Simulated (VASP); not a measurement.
# MnPt2 (P-3m1) in VASP: further runs

Aim: see how the results for MnPt2 move with the level of theory and the settings. Levels: LDA, PBEsol. Tasks: single point.

Program: VASP 6.6.1. These are calculated values, not measurements. Logs are shortened: lines on timing, memory, paths and dates and some standing lists are left out, and cuts for length are marked.

## Step 1: The cell of the first run

It takes space group P-3m1 (No. 164, trigonal). Conventional cell: a = 2.820 Å, b = 2.820 Å, c = 6.444 Å, α = 90.00°, β = 90.00°, γ = 120.00°. Pt (site symmetry 3m) has 3 Mn at 2.61 Å and 9 Pt at 2.82 to 2.87 Å within 3.4 Å. Within 3.4 Å of Mn (site symmetry -3m) lie 6 Pt at 2.61 Å and 6 Mn at 2.82 Å.

## Step 2: Single point, LDA, collinear spin, ferromagnetic start

INCAR reads:

```
SYSTEM = MnPt2
PREC = Accurate
ENCUT = 520
EDIFF = 1E-6
ISMEAR = -1
SIGMA = 0.05
LREAL = .FALSE.
LASPH = .TRUE.
NELM = 150
ALGO = Fast
ISIF = 2
LWAVE = .FALSE.
LCHARG = .FALSE.
ISPIN = 2
MAGMOM = 0 0 4
LORBIT = 11
LMAXMIX = 4
GGA = CA
NBANDS = 28
```

KPOINTS reads:

```
Automatic mesh
0
G
  11 11 4
  0 0 0
```

POSCAR reads:

```
MnPt2
1.0
    2.8197726289      0.0000000000      0.0000000000
   -1.4098863145      2.4419947296      0.0000000000
    0.0000000000      0.0000000000      6.4442160962
Pt Mn
2 1
Direct
    0.6666666667      0.3333333333      0.3162060000
    0.3333333333      0.6666666667      0.6837940000
    0.0000000000      0.0000000000      0.0000000000
```

Potentials or basis: VASP PAW LDA potentials, release 64 (Pt, Mn_pv).

Run with:

```sh
$ cat potpaw_LDA.64/Pt/POTCAR potpaw_LDA.64/Mn_pv/POTCAR > POTCAR
$ mpirun -np 1 vasp_std > vasp.out
```

OUTCAR:

```text
SYSTEM = MnPt2
   PREC = Accurate
   ENCUT = 520
   EDIFF = 1E-6
   ISMEAR = -1
   LREAL = .FALSE.
   LASPH = .TRUE.
   NELM = 150
   ISIF = 2
   ISPIN = 2
   LORBIT = 11
   GGA = CA

 ion  position               nearest neighbor table
   1  0.667  0.333  0.316-   3 2.61   3 2.61   3 2.61   2 2.87   2 2.87   2 2.87
   2  0.333  0.667  0.684-   3 2.61   3 2.61   3 2.61   1 2.87   1 2.87   1 2.87
   3  0.000  0.000  0.000-   1 2.61   2 2.61   1 2.61   2 2.61   1 2.61   2 2.61

  LATTYP: Found a hexagonal cell.
 ALAT       =     2.8197726289
 C/A-ratio  =     2.2853672775

  Lattice vectors:

 A1 = (   2.8197726289,   0.0000000000,   0.0000000000)
 A2 = (  -1.4098863145,   2.4419947296,   0.0000000000)
 A3 = (   0.0000000000,   0.0000000000,   6.4442160962)

Analysis of symmetry for initial positions (statically):
=====================================================================
 Subroutine PRICEL returns:
 Original cell was already a primitive cell.

 Routine SETGRP: Setting up the symmetry group for a
 hexagonal supercell.

 Subroutine GETGRP returns: Found 12 space group operations
 (whereof 12 operations were pure point group operations)
 out of a pool of 24 trial point group operations.

The static configuration has the point symmetry D_3d.

Analysis of symmetry for dynamics (positions and initial velocities):
=====================================================================
 Subroutine PRICEL returns:
 Original cell was already a primitive cell.

 Routine SETGRP: Setting up the symmetry group for a
 hexagonal supercell.

 Subroutine GETGRP returns: Found 12 space group operations
 (whereof 12 operations were pure point group operations)
 out of a pool of 24 trial point group operations.

The dynamic configuration has the point symmetry D_3d.

Analysis of structural, dynamic, and magnetic symmetry:
=====================================================================
 Subroutine PRICEL returns:
 Original cell was already a primitive cell.

 Routine SETGRP: Setting up the symmetry group for a
 hexagonal supercell.

 Subroutine GETGRP returns: Found 12 space group operations
 (whereof 12 operations were pure point group operations)
 out of a pool of 24 trial point group operations.

The overall configuration has the point symmetry D_3d.

 Subroutine INISYM returns: Found 12 space group operations
 (whereof 12 operations are pure point group operations),
 and found     1 'primitive' translations

----------------------------------------------------------------------------------------

                                     Primitive cell

  volume of cell :      44.3740

  direct lattice vectors                    reciprocal lattice vectors
     2.819772629  0.000000000  0.000000000     0.354638523  0.204750647  0.000000000
    -1.409886315  2.441994730  0.000000000     0.000000000  0.409501293  0.000000000
     0.000000000  0.000000000  6.444216096     0.000000000  0.000000000  0.155177912

  length of vectors
     2.819772629  2.819772629  6.444216096     0.409501293  0.409501293  0.155177912

  position of ions in fractional coordinates (direct lattice)
     0.666666667  0.333333333  0.316206000
     0.333333333  0.666666667  0.683794000
     0.000000000  0.000000000  0.000000000

  ion indices of the primitive-cell ions
   primitive index   ion index
                 1           1
                 2           2
                 3           3

----------------------------------------------------------------------------------------

 KPOINTS: Automatic mesh

Automatic generation of k-mesh.
 Grid dimensions read from file:
 generate k-points for:   11   11    4

 Generating k-lattice:

  Cartesian coordinates                     Fractional coordinates (reciprocal lattice)
     0.032239866  0.018613695  0.000000000     0.090909091 -0.000000000  0.000000000
     0.000000000  0.037227390  0.000000000     0.000000000  0.090909091  0.000000000
     0.000000000  0.000000000  0.038794478     0.000000000  0.000000000  0.250000000

  Length of vectors
     0.037227390  0.037227390  0.038794478

  Shift w.r.t. Gamma in fractional coordinates (k-lattice)
     0.000000000  0.000000000  0.000000000

 Subroutine IBZKPT returns following result:
 ===========================================

 Found     58 irreducible k-points:

 Following reciprocal coordinates:
            Coordinates               Weight
  0.000000  0.000000  0.000000      1.000000
  0.090909 -0.000000  0.000000      6.000000
  0.181818 -0.000000  0.000000      6.000000
  0.272727  0.000000  0.000000      6.000000
  0.363636  0.000000  0.000000      6.000000
  0.454545  0.000000  0.000000      6.000000
[... 16 lines left out ...]
  0.000000  0.272727  0.250000      6.000000
  0.363636  0.000000  0.250000      6.000000
 [... further k-points ...]
   k-points           NKPTS =     58   k-points in BZ     NKDIM =     58   number of bands    NBANDS=     28
   number of dos      NEDOS =    301   number of ions     NIONS =      3
   total plane-waves  NPLWV =  27648
   dimension x,y,z NGX =    24 NGY =   24 NGZ =   48
   dimension x,y,z NGXF=    48 NGYF=   48 NGZF=   96
   ions per type =               2   1
   NGX,Y,Z   is equivalent  to a cutoff of  14.15, 14.15, 12.38 a.u.
   NGXF,Y,Z  is equivalent  to a cutoff of  28.30, 28.30, 24.77 a.u.
 SYSTEM =  MnPt2
   PREC   = accura    normal or accurate (medium, high low for compatibility)
   ISTART =      0    job   : 0-new  1-cont  2-samecut
   ICHARG =      2    charge: 1-file 2-atom 10-const
   ISPIN  =      2    spin polarized calculation?
   LNONCOLLINEAR =      F non collinear calculations
   LSORBIT =      F    spin-orbit coupling
   LASPH  =      T    aspherical Exc in radial PAW
   ENCUT  =  520.0 eV  38.22 Ry    6.18 a.u.   5.24  5.24 11.98*2*pi/ulx,y,z
   NELM   =    150;   NELMIN=  2; NELMDL= -5     # of ELM steps
   EDIFF  = 0.1E-05   stopping-criterion for ELM
   LREAL  =      F    real-space projection
   EDIFFG = 0.1E-04   stopping-criterion for IOM
   NSW    =      0    number of steps for IOM
   IBRION =     -1    ionic relax: 0-MD 1-quasi-New 2-CG
   NFREE  =      0    steps in history (QN), initial steepest desc. (CG)
   ISIF   =      2    stress and relaxation
   ISYM   =      2    0-nonsym 1-usesym 2-fastsym
   POTIM  = 0.5000    time-step for ionic-motion
   TEBEG  =    0.0;   TEEND  =   0.0 temperature during run
   PSTRESS=    0.0 pullay stress
   NELECT =      33.0000    total number of electrons
   NUPDOWN=      -1.0000    fix difference up-down
   EMIN   =  10.00;   EMAX   =-10.00  energy-range for DOS
   EFERMI =   0.00;   METHOD = LEGACY
   ISMEAR =    -1;   SIGMA  =   0.05  broadening in eV -4-tet -1-fermi 0-gaus
   EFERMI_NEDOS =   21; number of points for ismear=-14 and -15
   IALGO  =     68    algorithm
   IMIX   =      4    mixing-type and parameters
     AMIX     =   0.40;   BMIX     =  1.00
     AMIX_MAG =   1.60;   BMIX_MAG =  1.00
  volume/ion in A,a.u.               =      14.79        99.82
  Fermi-wavevector in a.u.,A,eV,Ry     =   1.483212  2.802864 29.931692  2.199917
  Thomas-Fermi vector in A             =   2.596902
   LORBIT       =     11    0 simple, 1 ext, 2 COOP (PROOUT), +10 PAW based schemes
   GGA     = CA    functional components
   LHFCALC =     F    Hartree Fock is set to
   AEXX    =    0.0000 exact exchange contribution
   IVDW    =     0    specifies the selected vdW correction
   LEPSILON=     F    determine dielectric tensor
   LRPA    =     F    only Hartree local field effects (RPA)
 spin polarized calculation
 RMM-DIIS sequential band-by-band and
  energy-cutoff  :      520.00
  volume of cell :       44.37
 maximum number of plane-waves:      1208
 NGX is ok and might be reduce to    24
   NGX = 11   NGY = 11   NGZ = 23

 number of electron      33.0000000 magnetization       3.8958789

 Free energy of the ion-electron system (eV)
  ---------------------------------------------------
  ext. energy  EPLUGINS =         0.00000000
  ---------------------------------------------------
  free energy    TOTEN  =       -25.10597789 eV

  energy without entropy =      -25.07540567  energy(sigma->0) =      -25.09069178

 E-fermi :   9.9638     XC(G=0): -13.3487

 val. band max:        9.9556999205   @ k =   0.4545   0.0909   0.0000
 cond. band min:       9.9689234468   @ k =   0.4545   0.0000   0.5000
 fundamental gap:      0.0132235263
 Fermi energy:         9.9637533588

 spin component 1

 k-point     1 :       0.0000    0.0000    0.0000
  band No.  band energies     occupation
      1     -39.0529      1.00000
      2     -38.9254      1.00000
      3     -38.9254      1.00000
      4       0.3250      1.00000
      5       2.6090      1.00000
      6       4.0416      1.00000
[... 20 lines left out ...]
     27      29.3341      0.00000
[... 691 lines left out ...]
      6       4.1641      1.00000
[... 20 lines left out ...]
     27      24.3136      0.00000
     28      25.7408      0.00000

 [... further k-points ...]

 spin component 2

 k-point     1 :       0.0000    0.0000    0.0000
  band No.  band energies     occupation
      1     -35.8645      1.00000
      2     -35.6555      1.00000
      3     -35.6555      1.00000
      4       0.5509      1.00000
      5       2.7436      1.00000
      6       4.6306      1.00000
[... 20 lines left out ...]
     27      29.8125      0.00000
[... 691 lines left out ...]
      6       4.4098      1.00000
[... 20 lines left out ...]
     27      24.7687      0.00000
     28      26.0513      0.00000

 [... further k-points ...]

------------------------ aborting loop because EDIFF is reached ----------------------------------------

  FORCE on cell =-STRESS in cart. coord.  units (eV):
  Direction    XX          YY          ZZ          XY          YZ          ZX
  --------------------------------------------------------------------------------------
  -------------------------------------------------------------------------------------
  Total       -3.2569737     -3.2569737     -1.8543514      0.0000000      0.0000000      0.0000000
  in kB     -117.5969153   -117.5969153    -66.9535651      0.0000000      0.0000000      0.0000000
  external PRESSURE =    -100.7157986 kB  Pullay stress =       0.0000000 kB

 VOLUME and BASIS-vectors are now :
 -----------------------------------------------------------------------------
  energy-cutoff  :      520.00
  volume of cell :       44.37
      direct lattice vectors                 reciprocal lattice vectors
     2.819772629  0.000000000  0.000000000     0.354638523  0.204750647  0.000000000
    -1.409886315  2.441994730  0.000000000     0.000000000  0.409501293  0.000000000
     0.000000000  0.000000000  6.444216096     0.000000000  0.000000000  0.155177912

 POSITION                                       TOTAL-FORCE (eV/Angst)
 -----------------------------------------------------------------------------------
      1.40989      0.81400      2.03770         0.000000      0.000000     -0.032350
     -0.00000      1.62800      4.40652        -0.000000      0.000000      0.032350
      0.00000      0.00000      0.00000         0.000000      0.000000     -0.000000
 -----------------------------------------------------------------------------------
    total drift:                               -0.000000     -0.000000     -0.000000

  FREE ENERGIE OF THE ION-ELECTRON SYSTEM (eV)
  ---------------------------------------------------
  free  energy   TOTEN  =       -25.1059778872 eV

  energy  without entropy=      -25.0754056663  energy(sigma->0) =      -25.09069178

 total charge

# of ion       s       p       d       tot
------------------------------------------
    1        0.670   0.574   8.058   9.302
    2        0.670   0.574   8.058   9.302
    3        0.332   6.282   5.026  11.640
--------------------------------------------------
tot          1.673   7.430  21.142  30.245

 magnetization (x)

# of ion       s       p       d       tot
------------------------------------------
    1       -0.012   0.007   0.229   0.224
    2       -0.012   0.007   0.229   0.224
    3        0.009   0.020   3.257   3.286
--------------------------------------------------
tot         -0.016   0.034   3.715   3.733
```

It took 3.7 min on 1 thread of Intel Xeon 8259CL, shared host; peak memory 0.24 GiB.

What came out:

```yaml
Free_energy: -25.1060 eV
Pressure: -10.1 GPa
Largest_force: 0.032 eV/Å
Net_moment: 3.90 μB per cell
Site_moments: Pt +0.22; Mn +3.29 μB
Valence_electrons_inside_the_program's_atomic_spheres: Pt 9.30; Mn 11.64
```

Forces in eV/Å, atoms in the order of the input:
```
Pt   0.000  0.000 -0.032
Pt   0.000  0.000  0.032
Mn   0.000  0.000  0.000
```

Stress tensor (GPa, compression positive):
```
-11.76   0.00   0.00
  0.00 -11.76   0.00
  0.00   0.00  -6.70
```

Levels at points of the mesh, in eV from the Fermi level:
Spin up:
```csv
k point,band 16,band 17,band 18,band 19,band 20,band 21
"(0.00, 0.00, 0.00)",-1.32,-1.32,-1.13,-1.13,-0.58,-0.58
"(0.00, 0.00, 0.50)",-1.86,-1.44,-1.44,0.06,0.06,0.23
```
Spin down:
```tsv
k point	band 11	band 12	band 13	band 14	band 15	band 16	band 17	band 18	band 19	band 20
(0.00, 0.00, 0.00)	-2.98	-2.43	-2.06	-2.06	-1.00	-1.00	0.30	1.03	1.03	1.86
(0.00, 0.00, 0.50)	-3.32	-1.72	-1.72	-1.60	-1.60	-0.12	0.53	1.07	1.07	2.08
```

Caveat: the cell stands under tension; spin-orbit coupling is left out, which moves the levels of the heavy elements.

## Step 3: Single point, PBEsol, collinear spin, ferromagnetic start

INCAR reads:

```
SYSTEM = MnPt2
PREC = Accurate
ENCUT = 520
EDIFF = 1E-7
ISMEAR = -1
SIGMA = 0.05
LREAL = .FALSE.
LASPH = .TRUE.
NELM = 150
ALGO = Normal
ISIF = 2
LWAVE = .FALSE.
LCHARG = .TRUE.
ISPIN = 2
MAGMOM = 0 0 4
LORBIT = 11
LMAXMIX = 4
GGA = PS
LELF = .TRUE.
LVHAR = .TRUE.
NBANDS = 28
```

KPOINTS reads:

```
regular mesh
0
G
  11 11 4
  0 0 0
```

POSCAR is that of step 2.

Potentials or basis: VASP PAW PBE potentials, release 64 (Pt, Mn_pv).

Run with:

```sh
$ cat potpaw_PBE.64/Pt/POTCAR potpaw_PBE.64/Mn_pv/POTCAR > POTCAR
$ mpirun -np 1 vasp_std > vasp.out
```

Wall time 3.9 min (1 thread of Intel Xeon 8259CL, shared host); peak memory 0.27 GiB.

It converged, with:

| Quantity | Value |
| --- | --- |
| Free energy | -24.0222 eV |
| Pressure | -2.4 GPa |
| Largest force | 0.119 eV/Å |
| Net moment | 4.31 μB per cell |
| Site moments | Pt +0.27; Mn +3.59 μB |
| Valence electrons inside the program's atomic spheres | Pt 9.30; Mn 11.62 |

Forces in eV/Å, atoms in the order of the input:
```
Pt   0.000  0.000  0.119
Pt   0.000  0.000 -0.119
Mn   0.000  0.000  0.000
```

Stress tensor (GPa, compression positive):
```
-3.96  0.00  0.00
 0.00 -3.96  0.00
 0.00  0.00  0.76
```

Levels at points of the mesh, in eV from the Fermi level:
Spin up:
```tsv
k point	band 15	band 16	band 17	band 18	band 19	band 20	band 21	band 22	band 23	band 24
(0.00, 0.00, 0.00)	-2.17	-1.52	-1.52	-1.12	-1.12	-0.74	-0.74	10.34	11.47	14.99
(0.00, 0.00, 0.50)	-1.86	-1.86	-1.69	-1.69	-0.05	-0.05	0.13	6.40	14.26	15.02
```
Spin down:
```
           k point  band 13  band 14  band 15  band 16  band 17  band 18
(0.00, 0.00, 0.00)    -2.00    -2.00    -0.96    -0.96     0.56     1.28
(0.00, 0.00, 0.50)    -1.68    -1.53    -1.53     0.13     0.43     1.33
```

Caveat: the PAW data sets were made with another functional, which shifts forces and pressure a little; spin-orbit coupling is left out, which moves the levels of the heavy elements.

## Step 4: Single point, LDA, collinear spin, ferromagnetic start

This run uses another cell than the first one, of 15.10 Å³/atom.

INCAR: that of step 3 with these lines changed.

```diff
@@ -3,3 +3,3 @@
 ENCUT = 520
-EDIFF = 1E-7
+EDIFF = 1E-6
 ISMEAR = -1
@@ -17,3 +17,2 @@
 LMAXMIX = 4
-GGA = PS
 LELF = .TRUE.
```

KPOINTS reads:

```
Automatic mesh
0
G
  11 11 4
  0 0 0
```

POSCAR reads:

```
MnPt2
1.0
    2.8392199513      0.0000000000      0.0000000000
   -1.4196099756      2.4588366048      0.0000000000
    0.0000000000      0.0000000000      6.4886603702
Pt Mn
2 1
Direct
    0.6666666667      0.3333333333      0.3162060000
    0.3333333333      0.6666666667      0.6837940000
    0.0000000000      0.0000000000      0.0000000000
```

Potentials or basis: VASP PAW LDA potentials, release 64 (Pt, Mn_pv).

Run with:

```sh
$ cat potpaw_LDA.64/Pt/POTCAR potpaw_LDA.64/Mn_pv/POTCAR > POTCAR
$ mpirun -np 1 vasp_std > vasp.out
```

It took 3.1 min on 1 thread of Intel Xeon 8259CL, shared host; peak memory 0.24 GiB.

The run converged. Its results:

* Free energy: -25.0392 eV
* Pressure: -13.3 GPa
* Largest force: 0.066 eV/Å
* Net moment: 4.04 μB per cell
* Site moments: Pt +0.23; Mn +3.39 μB
* Valence electrons inside the program's atomic spheres: Pt 9.26; Mn 11.61

Forces in eV/Å, atoms in the order of the input:
```
Pt   0.000  0.000 -0.066
Pt   0.000  0.000  0.066
Mn   0.000  0.000  0.000
```

Stress tensor (GPa, compression positive):
```
-14.62   0.00   0.00
  0.00 -14.62   0.00
  0.00   0.00 -10.62
```

Levels at points of the mesh, in eV from the Fermi level:
Spin up:
```tsv
k point	band 15	band 16	band 17	band 18	band 19	band 20	band 21	band 22
(0.00, 0.00, 0.00)	-1.94	-1.33	-1.33	-1.09	-1.09	-0.61	-0.61	10.27
(0.00, 0.00, 0.50)	-1.80	-1.80	-1.46	-1.46	0.03	0.03	0.27	6.35
```
Spin down:
| k point | band 12 | band 13 | band 14 | band 15 | band 16 | band 17 | band 18 | band 19 |
| --- | --- | --- | --- | --- | --- | --- | --- | --- |
| (0.00, 0.00, 0.00) | -2.36 | -1.97 | -1.97 | -0.96 | -0.96 | 0.39 | 1.07 | 1.07 |
| (0.00, 0.00, 0.50) | -1.65 | -1.65 | -1.52 | -1.52 | -0.04 | 0.57 | 1.11 | 1.11 |

Caveat: the cell stands under tension; spin-orbit coupling is left out, which moves the levels of the heavy elements.

## Step 5: The runs side by side

```tsv
level	potentials or basis	cell	gap on the mesh (eV)	pressure (GPa)	moment (μB)	largest force (eV/Å)
LDA	VASP PAW LDA potentials, release 64 (Pt, Mn_pv)	a = 2.820, b = 2.820, c = 6.444 Å, angles 90.0, 90.0, 120.0°, 3 atoms	none	-10.1	3.90	0.03
PBEsol	VASP PAW PBE potentials, release 64 (Pt, Mn_pv)	a = 2.820, b = 2.820, c = 6.444 Å, angles 90.0, 90.0, 120.0°, 3 atoms	none	-2.4	4.31	0.12
LDA	VASP PAW LDA potentials, release 64 (Pt, Mn_pv)	a = 2.839, b = 2.839, c = 6.489 Å, angles 90.0, 90.0, 120.0°, 3 atoms	none	-13.3	4.04	0.07
```

Alike in all rows: task single point; spin collinear, ferromagnetic start; k mesh 11 × 11 × 4; cutoff (eV) 520; smearing fermi-dirac 0.05 eV.

Caveats: spin-orbit coupling is left out, which moves the levels of the heavy elements; the cell stands under tension (at least some runs); the PAW data sets were made with another functional, which shifts forces and pressure a little (at least some runs).

Absolute energies hang on the potentials; compare differences alone.
